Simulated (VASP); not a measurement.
# Pt in VASP: notebook, part 2 of 3

VASP 6.6.1.

### Step 4. Single point, PBE (strain +0.040 along x and y, +0.040 along z)

File INCAR:

```
PREC     = Accurate       # precision mode
ENCUT    = 520            # plane-wave cutoff, eV
EDIFF    = 1E-6           # SCF threshold, eV
ISMEAR   = 0              # smearing method
SIGMA    = 0.15           # smearing width, eV
LREAL    = False          # projectors in reciprocal space
LASPH    = True           # aspherical terms in the spheres
NELM     = 80             # most SCF steps
ALGO     = Fast           # electronic algorithm
ISIF     = 2              # what is computed and relaxed
LWAVE    = False          # write WAVECAR
LCHARG   = False          # write CHGCAR
GGA      = PE             # functional
NBANDS   = 11             # bands
```

File KPOINTS:

```
regular mesh
0
Gamma
  22 22 22
```

File POSCAR:

```
Pt
1.0
   -1.6475888000      1.6475888000      1.6475888000
    1.6475888000     -1.6475888000      1.6475888000
    1.6475888000      1.6475888000     -1.6475888000
Pt
1
Direct
    0.0000000000      0.0000000000      0.0000000000
```

Potentials or basis: VASP PAW PBE potentials, release 64 (Pt).

Started as:

```bash
$ cat potpaw_PBE.64/Pt/POTCAR > POTCAR
$ mpirun -np 1 vasp_std > vasp.out
```

OUTCAR:

```text
PREC = Accurate
   ENCUT = 520
   EDIFF = 1E-6
   ISMEAR = 0
   LREAL = False
   LASPH = True
   NELM = 80
   ISIF = 2
   GGA = PE

 ion  position               nearest neighbor table
   1  0.000  0.000  0.000-

  LATTYP: Found a body centered cubic cell.
 ALAT       =     3.2951776000

  Lattice vectors:

 A1 = (  -1.6475888000,   1.6475888000,   1.6475888000)
 A2 = (   1.6475888000,  -1.6475888000,   1.6475888000)
 A3 = (   1.6475888000,   1.6475888000,  -1.6475888000)

Analysis of symmetry for initial positions (statically):
=====================================================================
 Subroutine PRICEL returns:
 Original cell was already a primitive cell.

 Routine SETGRP: Setting up the symmetry group for a
 body centered cubic supercell.

 Subroutine GETGRP returns: Found 48 space group operations
 (whereof 48 operations were pure point group operations)
 out of a pool of 48 trial point group operations.

The static configuration has the point symmetry O_h .

Analysis of symmetry for dynamics (positions and initial velocities):
=====================================================================
 Subroutine PRICEL returns:
 Original cell was already a primitive cell.

 Routine SETGRP: Setting up the symmetry group for a
 body centered cubic supercell.

 Subroutine GETGRP returns: Found 48 space group operations
 (whereof 48 operations were pure point group operations)
 out of a pool of 48 trial point group operations.

The dynamic configuration has the point symmetry O_h .

 Subroutine INISYM returns: Found 48 space group operations
 (whereof 48 operations are pure point group operations),
 and found     1 'primitive' translations

----------------------------------------------------------------------------------------

                                     Primitive cell

  volume of cell :      17.8898

  direct lattice vectors                    reciprocal lattice vectors
    -1.647588800  1.647588800  1.647588800     0.000000000  0.303473779  0.303473779
     1.647588800 -1.647588800  1.647588800     0.303473779  0.000000000  0.303473779
     1.647588800  1.647588800 -1.647588800     0.303473779  0.303473779  0.000000000

  length of vectors
     2.853707512  2.853707512  2.853707512     0.429176735  0.429176735  0.429176735

  position of ions in fractional coordinates (direct lattice)
     0.000000000  0.000000000  0.000000000

  ion indices of the primitive-cell ions
   primitive index   ion index
                 1           1

----------------------------------------------------------------------------------------

 KPOINTS: regular mesh

Automatic generation of k-mesh.
 Grid dimensions read from file:
 generate k-points for:   22   22   22

 Generating k-lattice:

  Cartesian coordinates                     Fractional coordinates (reciprocal lattice)
     0.000000000  0.013794263  0.013794263     0.045454545  0.000000000  0.000000000
     0.013794263  0.000000000  0.013794263     0.000000000  0.045454545  0.000000000
     0.013794263  0.013794263  0.000000000     0.000000000  0.000000000  0.045454545

  Length of vectors
     0.019508033  0.019508033  0.019508033

  Shift w.r.t. Gamma in fractional coordinates (k-lattice)
     0.000000000  0.000000000  0.000000000

 Subroutine IBZKPT returns following result:
 ===========================================

 Found    328 irreducible k-points:

 Following reciprocal coordinates:
            Coordinates               Weight
  0.000000  0.000000  0.000000      1.000000
  0.045455  0.000000  0.000000     12.000000
  0.090909  0.000000  0.000000     12.000000
  0.136364  0.000000  0.000000     12.000000
  0.181818  0.000000  0.000000     12.000000
  0.227273  0.000000  0.000000     12.000000
[... 16 lines left out ...]
  0.090909  0.090909  0.000000     24.000000
  0.136364  0.090909  0.000000     48.000000
 [... further k-points ...]
   k-points           NKPTS =    328   k-points in BZ     NKDIM =    328   number of bands    NBANDS=     11
   number of dos      NEDOS =    301   number of ions     NIONS =      1
   total plane-waves  NPLWV =  13824
   dimension x,y,z NGX =    24 NGY =   24 NGZ =   24
   dimension x,y,z NGXF=    48 NGYF=   48 NGZF=   48
   ions per type =               1
   NGX,Y,Z   is equivalent  to a cutoff of  13.98, 13.98, 13.98 a.u.
   NGXF,Y,Z  is equivalent  to a cutoff of  27.96, 27.96, 27.96 a.u.
 SYSTEM =  unknown system
   PREC   = accura    normal or accurate (medium, high low for compatibility)
   ISTART =      0    job   : 0-new  1-cont  2-samecut
   ICHARG =      2    charge: 1-file 2-atom 10-const
   ISPIN  =      1    spin polarized calculation?
   LNONCOLLINEAR =      F non collinear calculations
   LSORBIT =      F    spin-orbit coupling
   LASPH  =      T    aspherical Exc in radial PAW
   ENCUT  =  520.0 eV  38.22 Ry    6.18 a.u.   5.31  5.31  5.31*2*pi/ulx,y,z
   NELM   =     80;   NELMIN=  2; NELMDL= -5     # of ELM steps
   EDIFF  = 0.1E-05   stopping-criterion for ELM
   LREAL  =      F    real-space projection
   EDIFFG = 0.1E-04   stopping-criterion for IOM
   NSW    =      0    number of steps for IOM
   IBRION =     -1    ionic relax: 0-MD 1-quasi-New 2-CG
   NFREE  =      0    steps in history (QN), initial steepest desc. (CG)
   ISIF   =      2    stress and relaxation
   ISYM   =      2    0-nonsym 1-usesym 2-fastsym
   POTIM  = 0.5000    time-step for ionic-motion
   TEBEG  =    0.0;   TEEND  =   0.0 temperature during run
   PSTRESS=    0.0 pullay stress
   NELECT =      10.0000    total number of electrons
   NUPDOWN=      -1.0000    fix difference up-down
   EMIN   =  10.00;   EMAX   =-10.00  energy-range for DOS
   EFERMI =   0.00;   METHOD = LEGACY
   ISMEAR =     0;   SIGMA  =   0.15  broadening in eV -4-tet -1-fermi 0-gaus
   EFERMI_NEDOS =   21; number of points for ismear=-14 and -15
   IALGO  =     68    algorithm
   IMIX   =      4    mixing-type and parameters
     AMIX     =   0.40;   BMIX     =  1.00
     AMIX_MAG =   1.60;   BMIX_MAG =  1.00
  volume/ion in A,a.u.               =      17.89       120.73
  Fermi-wavevector in a.u.,A,eV,Ry     =   1.348567  2.548423 24.744020  1.818634
  Thomas-Fermi vector in A             =   2.476226
   LORBIT       =      0    0 simple, 1 ext, 2 COOP (PROOUT), +10 PAW based schemes
   GGA     = PE    functional components
   LHFCALC =     F    Hartree Fock is set to
   AEXX    =    0.0000 exact exchange contribution
   IVDW    =     0    specifies the selected vdW correction
   LEPSILON=     F    determine dielectric tensor
   LRPA    =     F    only Hartree local field effects (RPA)
 non-spin polarized calculation
 RMM-DIIS sequential band-by-band and
 Gauss-broadening in eV      SIGMA  =   0.15
  energy-cutoff  :      520.00
  volume of cell :       17.89
 maximum number of plane-waves:       496
 NGX is ok and might be reduce to    24
   NGX = 11   NGY = 11   NGZ = 11

 number of electron      10.0000000 magnetization

 number of electron       9.9999999 magnetization

 Free energy of the ion-electron system (eV)
  ---------------------------------------------------
  ext. energy  EPLUGINS =         0.00000000
  ---------------------------------------------------
  free energy    TOTEN  =        -5.85133074 eV

  energy without entropy =       -5.83618545  energy(sigma->0) =       -5.84375810

 E-fermi :   8.1253     XC(G=0): -12.4752

 val. band max:        8.1218593922   @ k =  -0.3636   0.4091   0.1364
 cond. band min:       8.1291423802   @ k =  -0.3636   0.4545   0.1818
 fundamental gap:      0.0072829880
 Fermi energy:         8.1253356833

 k-point     1 :       0.0000    0.0000    0.0000
  band No.  band energies     occupation
      1      -0.1468      2.00000
      2       5.2678      2.00000
      3       5.2678      2.00000
      4       5.2678      2.00000
      5       7.3248      2.00000
      6       7.3248      2.00000
      7      25.1890      0.00000
      8      25.1890      0.00000
      9      25.1890      0.00000
     10      33.2362      0.00000
     11      33.2509      0.00000
[... 309 lines left out ...]
 k-point    24 :       0.1364    0.0909    0.0000
  band No.  band energies     occupation
      1       1.1744      2.00000
      2       4.9241      2.00000
      3       5.0953      2.00000
      4       6.3596      2.00000
      5       6.9248      2.00000
      6       7.4136      2.00000
      7      24.0100      0.00000
      8      24.5204      0.00000
      9      26.4472      0.00000
     10      27.3763      0.00000
     11      29.7927      0.00000

 [... further k-points ...]

------------------------ aborting loop because EDIFF is reached ----------------------------------------

  FORCE on cell =-STRESS in cart. coord.  units (eV):
  Direction    XX          YY          ZZ          XY          YZ          ZX
  --------------------------------------------------------------------------------------
  -------------------------------------------------------------------------------------
  Total       -2.3459257     -2.3459257     -2.3459257     -0.0000000      0.0000000      0.0000000
  in kB     -210.0962723   -210.0962723   -210.0962723     -0.0000000      0.0000000      0.0000000
  external PRESSURE =    -210.0962723 kB  Pullay stress =       0.0000000 kB

 VOLUME and BASIS-vectors are now :
 -----------------------------------------------------------------------------
  energy-cutoff  :      520.00
  volume of cell :       17.89
      direct lattice vectors                 reciprocal lattice vectors
    -1.647588800  1.647588800  1.647588800     0.000000000  0.303473779  0.303473779
     1.647588800 -1.647588800  1.647588800     0.303473779  0.000000000  0.303473779
     1.647588800  1.647588800 -1.647588800     0.303473779  0.303473779  0.000000000

 POSITION                                       TOTAL-FORCE (eV/Angst)
 -----------------------------------------------------------------------------------
      0.00000      0.00000      0.00000         0.000000      0.000000     -0.000000
 -----------------------------------------------------------------------------------
    total drift:                               -0.000000      0.000000      0.000000

  FREE ENERGIE OF THE ION-ELECTRON SYSTEM (eV)
  ---------------------------------------------------
  free  energy   TOTEN  =        -5.8513307387 eV

  energy  without entropy=       -5.8361854544  energy(sigma->0) =       -5.84375810
```

It took 76 s on 1 thread of Intel Xeon 8259CL, shared host; peak memory 0.19 GiB.

Results:

- Free energy: -5.8513 eV
- Pressure: -21.0 GPa
- Band gap on the k mesh: zero (bands 5 and 6 overlap by 1.73 eV)

Caveat: the cell differs from its parent crystal (strain +0.040 along x and y, +0.040 along z); the cell stands under tension; spin-orbit coupling is left out, which moves the levels of the heavy elements.

### Step 5. Single point, PBE (strain +0.080 along x and y, +0.080 along z)

File INCAR:

```
PREC = Accurate
ENCUT = 520
EDIFF = 1E-7
ISMEAR = 0
SIGMA = 0.15
LREAL = False
LASPH = True
NELM = 60
ALGO = Normal
ISIF = 2
LWAVE = False
LCHARG = True
GGA = PE
LELF = True
LVHAR = True
NBANDS = 11
```

File KPOINTS:

```
Automatic mesh
0
Gamma
  22 22 22
```

File POSCAR:

```
Pt
1.0
   -1.7109576000      1.7109576000      1.7109576000
    1.7109576000     -1.7109576000      1.7109576000
    1.7109576000      1.7109576000     -1.7109576000
Pt
1
Direct
    0.0000000000      0.0000000000      0.0000000000
```

Started as:

```bash
$ cat potpaw_PBE.64/Pt/POTCAR > POTCAR
$ mpirun -np 1 vasp_std > vasp.out
```

Run time: 71 s. Hardware: 1 thread of Intel Xeon 8259CL, shared host; peak memory 0.2 GiB.

Results (log left out):

- Free energy: -5.5060 eV
- Pressure: -29.3 GPa
- Band gap on the k mesh: zero (bands 5 and 6 overlap by 1.41 eV)

Levels at points of the mesh, in eV from the Fermi level:
```csv
k point,band 1,band 2,band 3,band 4,band 5,band 6,band 7,band 8,band 9,band 10
"(0.00, 0.00, 0.00)",-7.29,-2.40,-2.40,-2.40,-0.67,-0.67,16.90,16.90,16.90,23.03
"(0.50, 0.00, 0.00)",-4.61,-3.36,-0.82,-0.49,0.64,1.01,4.56,12.97,13.94,21.10
"(0.50, 0.50, 0.50)",-4.09,-4.09,0.30,0.30,0.30,7.17,7.17,7.17,9.65,16.05
```

Caveat: the cell differs from its parent crystal (strain +0.080 along x and y, +0.080 along z); the cell stands under tension; spin-orbit coupling is left out, which moves the levels of the heavy elements.

(Continued in part 3 of 3.)
